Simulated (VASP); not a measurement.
A run of VASP 6.6.1 is set up as follows.

Contents of INCAR:

```
SYSTEM = Cu
PREC = Accurate ; ENCUT = 600
EDIFF = 1E-7 ; ISMEAR = 1
SIGMA = 0.1 ; LREAL = .False.
LASPH = .True. ; NELM = 60
ALGO = Normal ; ISIF = 3
LWAVE = .False. ; LCHARG = .False.
GGA = CA ; IBRION = 2
NSW = 80 ; EDIFFG = -0.02
```

Contents of KPOINTS:

```
Automatic mesh
0
Gamma
  3 13 2
  0 0 0
```

File POSCAR:

```
Cu
1.0
   11.5702500000      0.0000000000      0.0000000000
    0.0000000000      2.2382100000      0.0000000000
   -4.5956200000      0.0000000000     21.7433900000
Cu
1
Direct
    0.5000000000      0.5000000000      0.5000000000
```

Potentials or basis: VASP PAW LDA potentials, release 64 (Cu).

Launch:

```console
$ cat potpaw_LDA.64/Cu/POTCAR > POTCAR
$ mpirun -np 1 vasp_std > vasp.out
```

Q: What does it give for the space group after relaxing (to 0.1 Å)?

A: P2/m (No. 10).

Q: Predict the band gap on the k mesh.

A: Zero (an odd number of electrons rules out a gap without spin polarisation).

Q: What does it give for the relaxed cell?

A: a = 11.569 Å, b = 2.215 Å, c = 22.222 Å, α = 90.00°, β = 101.93°, γ = 90.00°.

Final structure:
```yaml
crystal:
  lattice:
    - [11.56858, 0.00000, 0.00002]
    - [0.00000, 2.21514, 0.00000]
    - [-4.59492, 0.00000, 21.74196]
  atoms:
    - { symbol: Cu, position: [0.50000, 0.50000, 0.50000] }
```
